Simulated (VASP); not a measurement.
# LuB2Os2 (I4/mmm) in VASP: single point with RPBE

Aim: the single point of LuB2Os2 with RPBE.

Program: VASP 6.6.1. These are calculated values, not measurements. Logs are shortened: lines on timing, memory, paths and dates and some standing lists are left out, and cuts for length are marked.

**1. The cell of the first run**

Symmetry: I4/mmm, No. 139, tetragonal system. The conventional cell has a = 3.787 Å, b = 3.787 Å, c = 8.800 Å, α = 90.00°, β = 90.00°, γ = 90.00°. Within 3.0 Å of Os (site symmetry -4m2) lie 4 B at 2.19 Å and 4 Os at 2.68 Å and 4 Lu at 2.90 Å. Lu (site symmetry 4/mmm) has 10 B at 2.89 to 3.30 Å and 8 Os at 2.90 Å and 4 Lu at 3.79 Å within 3.8 Å. B (site symmetry 4mm) has 4 Os at 2.19 Å and 1 B at 2.20 Å and 4 Lu at 2.89 Å within 2.9 Å.

**2. Single point, RPBE**

File INCAR:

```
SYSTEM = LuB2Os2
  PREC = Accurate
  ENCUT = 560
  EDIFF = 1E-6
  ISMEAR = -1
  SIGMA = 0.1
  LREAL = .FALSE.
  LASPH = .TRUE.
  NELM = 120
  ALGO = Normal
  ISIF = 2
  LWAVE = .FALSE.
  LCHARG = .FALSE.
  GGA = RP
  NBANDS = 40
  GGA_COMPAT = .FALSE.
```

File KPOINTS:

```
Automatic mesh
0
G
  5 5 5
  0 0 0
```

File POSCAR:

```
LuB2Os2
1.0
    0.0000000000      3.7867130000      0.0000000000
    3.7867130000      0.0000000000      0.0000000000
    1.8933560000      1.8933560000     -4.3998010000
Os Lu B
2 1 2
Direct
    0.7500000000      0.2500000000      0.5000000000
    0.2500000000      0.7500000000      0.5000000000
    0.0000000000      0.0000000000      0.0000000000
    0.3750000000      0.3750000000      0.2500000000
    0.6250000000      0.6250000000      0.7500000000
```

Potentials or basis: VASP PAW PBE potentials, release 64 (Os_sv_GW, Lu, B).

Started as:

```sh
> cat potpaw_PBE.64/Os_sv_GW/POTCAR potpaw_PBE.64/Lu/POTCAR potpaw_PBE.64/B/POTCAR > POTCAR
> mpirun -np 1 vasp_std > vasp.out
```

OUTCAR:

```text
SYSTEM = LuB2Os2
   PREC = Accurate
   ENCUT = 560
   EDIFF = 1E-6
   ISMEAR = -1
   LREAL = .FALSE.
   LASPH = .TRUE.
   NELM = 120
   ISIF = 2
   GGA = RP

 ion  position               nearest neighbor table
   1  0.750  0.250  0.500-   4 2.19   5 2.19   4 2.19   5 2.19   2 2.68   2 2.68   2 2.68   2 2.68
                             3 2.90   3 2.90   3 2.90   3 2.90
   2  0.250  0.750  0.500-   4 2.19   5 2.19   4 2.19   5 2.19   1 2.68   1 2.68   1 2.68   1 2.68
                             3 2.90   3 2.90   3 2.90   3 2.90
   3  0.000  0.000  0.000-   4 2.89   5 2.89   5 2.89   5 2.89   4 2.89   4 2.89   5 2.89   4 2.89
                             2 2.90   1 2.90   2 2.90   1 2.90   1 2.90   2 2.90   2 2.90   1 2.90
   4  0.375  0.375  0.250-   1 2.19   2 2.19   2 2.19   1 2.19   3 2.89   3 2.89   3 2.89   3 2.89

   5  0.625  0.625  0.750-   1 2.19   2 2.19   2 2.19   1 2.19   3 2.89   3 2.89   3 2.89   3 2.89

  LATTYP: Found a body centered tetragonal cell.
 ALAT       =     3.7867130000
 C/A-ratio  =     2.3238101224

  Lattice vectors:

 A1 = (  -1.8933560000,   1.8933570000,   4.3998010000)
 A2 = (   1.8933570000,  -1.8933560000,   4.3998010000)
 A3 = (   1.8933560000,   1.8933560000,  -4.3998010000)

Analysis of symmetry for initial positions (statically):
=====================================================================
 Subroutine PRICEL returns:
 Original cell was already a primitive cell.

 Routine SETGRP: Setting up the symmetry group for a
 body centered tetragonal supercell.

 Subroutine GETGRP returns: Found 16 space group operations
 (whereof 16 operations were pure point group operations)
 out of a pool of 16 trial point group operations.

The static configuration has the point symmetry D_4h.

Analysis of symmetry for dynamics (positions and initial velocities):
=====================================================================
 Subroutine PRICEL returns:
 Original cell was already a primitive cell.

 Routine SETGRP: Setting up the symmetry group for a
 body centered tetragonal supercell.

 Subroutine GETGRP returns: Found 16 space group operations
 (whereof 16 operations were pure point group operations)
 out of a pool of 16 trial point group operations.

The dynamic configuration has the point symmetry D_4h.

 Subroutine INISYM returns: Found 16 space group operations
 (whereof 16 operations are pure point group operations),
 and found     1 'primitive' translations

[... 95 lines left out ...]
   EDIFFG = 0.1E-04   stopping-criterion for IOM
   NSW    =      0    number of steps for IOM
   IBRION =     -1    ionic relax: 0-MD 1-quasi-New 2-CG
   NFREE  =      0    steps in history (QN), initial steepest desc. (CG)
   ISIF   =      2    stress and relaxation
   ISYM   =      2    0-nonsym 1-usesym 2-fastsym
   POTIM  = 0.5000    time-step for ionic-motion
   TEBEG  =    0.0;   TEEND  =   0.0 temperature during run
   PSTRESS=    0.0 pullay stress
   NELECT =      63.0000    total number of electrons
   NUPDOWN=      -1.0000    fix difference up-down
   EMIN   =  10.00;   EMAX   =-10.00  energy-range for DOS
   EFERMI =   0.00;   METHOD = LEGACY
   ISMEAR =    -1;   SIGMA  =   0.10  broadening in eV -4-tet -1-fermi 0-gaus
   EFERMI_NEDOS =   21; number of points for ismear=-14 and -15
   IALGO  =     38    algorithm
   IMIX   =      4    mixing-type and parameters
     AMIX     =   0.40;   BMIX     =  1.00
     AMIX_MAG =   1.60;   BMIX_MAG =  1.00
  volume/ion in A,a.u.               =      12.62        85.15
  Fermi-wavevector in a.u.,A,eV,Ry     =   1.636323  3.092202 36.430327  2.677553
  Thomas-Fermi vector in A             =   2.727649
   LORBIT       =      0    0 simple, 1 ext, 2 COOP (PROOUT), +10 PAW based schemes
   GGA     = RP    functional components
   LHFCALC =     F    Hartree Fock is set to
   AEXX    =    0.0000 exact exchange contribution
   IVDW    =     0    specifies the selected vdW correction
   LEPSILON=     F    determine dielectric tensor
   LRPA    =     F    only Hartree local field effects (RPA)
 non-spin polarized calculation
  energy-cutoff  :      560.00
  volume of cell :       63.09
 maximum number of plane-waves:      1921
 NGX is ok and might be reduce to    30
   NGX = 15   NGY = 15   NGZ = 19

 number of electron      63.0000003 magnetization

 Free energy of the ion-electron system (eV)
  ---------------------------------------------------
  ext. energy  EPLUGINS =         0.00000000
  ---------------------------------------------------
  free energy    TOTEN  =       -41.67087620 eV

  energy without entropy =      -41.57315945  energy(sigma->0) =      -41.62201783

 E-fermi :   8.6024     XC(G=0): -13.1601

 val. band max:        8.6006165128   @ k =  -0.2000  -0.2000   0.2000
 cond. band min:       8.6424600608   @ k =   0.2000   0.2000  -0.0000
 fundamental gap:      0.0418435480
 Fermi energy:         8.6023710326

 k-point     1 :       0.0000    0.0000    0.0000
  band No.  band energies     occupation
      1     -77.2794      2.00000
      2     -77.1998      2.00000
      3     -46.8290      2.00000
      4     -37.0580      2.00000
      5     -37.0580      2.00000
      6     -36.6698      2.00000
[... 763 lines left out ...]
     39      13.8086      0.00000
     40      14.8069      0.00000

------------------------ aborting loop because EDIFF is reached ----------------------------------------

  FORCE on cell =-STRESS in cart. coord.  units (eV):
  Direction    XX          YY          ZZ          XY          YZ          ZX
  --------------------------------------------------------------------------------------
  -------------------------------------------------------------------------------------
  Total        5.9872218      5.9872218      8.3353785      0.0000000      0.0000009      0.0000009
  in kB      152.0470904    152.0470904    211.6791534      0.0000000      0.0000241      0.0000241
  external PRESSURE =     171.9244447 kB  Pullay stress =       0.0000000 kB

 VOLUME and BASIS-vectors are now :
 -----------------------------------------------------------------------------
  energy-cutoff  :      560.00
  volume of cell :       63.09
      direct lattice vectors                 reciprocal lattice vectors
     0.000000000  3.786713000  0.000000000     0.000000000  0.264081276  0.113641473
     3.786713000  0.000000000  0.000000000     0.264081276  0.000000000  0.113641473
     1.893356000  1.893356000 -4.399801000     0.000000000  0.000000000 -0.227283007

 POSITION                                       TOTAL-FORCE (eV/Angst)
 -----------------------------------------------------------------------------------
      1.89336      3.78671     -2.19990         0.000000     -0.000000      0.000000
      3.78671      1.89336     -2.19990        -0.000000     -0.000000      0.000000
      0.00000      0.00000      0.00000         0.000000      0.000000      0.000000
      1.89336      1.89336     -1.09995         0.000000      0.000000      0.709447
      3.78671      3.78671     -3.29985        -0.000000     -0.000000     -0.709447
 -----------------------------------------------------------------------------------
    total drift:                                0.000000     -0.000000     -0.000000

  FREE ENERGIE OF THE ION-ELECTRON SYSTEM (eV)
  ---------------------------------------------------
  free  energy   TOTEN  =       -41.6708761996 eV

  energy  without entropy=      -41.5731594520  energy(sigma->0) =      -41.62201783
```

stdout:

```text
POSCAR found type information on POSCAR OsLuB
 POSCAR found :  3 types and       5 ions
 scaLAPACK will be used
 -----------------------------------------------------------------------------
|                                                                             |
|                                                                             |
|     You enforced a specific xc type in the INCAR file but a different       |
|     I HOPE YOU KNOW WHAT YOU ARE DOING!                                     |
|                                                                             |
 -----------------------------------------------------------------------------

 LDA part: xc-table for (Slater+PW92), standard interpolation
 POSCAR, INCAR and KPOINTS ok, starting setup
 FFT: planning ... GRIDC
 FFT: planning ... GRID_SOFT
 FFT: planning ... GRID
 WAVECAR not read
 entering main loop
```

Run time: 94 s. Hardware: 1 thread of AMD EPYC 7R43 (Zen 3), shared host; peak memory 0.18 GiB.

What came out:

```yaml
Free_energy: -41.6709 eV
Pressure: 17.2 GPa
Largest_force: 0.709 eV/Å
Band_gap_on_the_k_mesh: zero (an odd number of electrons rules out a gap without spin polarisation)
```

Forces in eV/Å, atoms in the order of the input:
```
Os   0.000  0.000  0.000
Os   0.000  0.000  0.000
Lu   0.000  0.000  0.000
B    0.000  0.000  0.709
B    0.000  0.000 -0.709
```

Caveat: the k points lie up to 0.36 Å⁻¹ apart, too coarse for converged energies and pressures of a metal; the PAW data sets were made with another functional, which shifts forces and pressure a little; spin-orbit coupling is left out, which moves the levels of the heavy elements.

The gap in the log of VASP goes by the Fermi energy; the results here count the filled bands.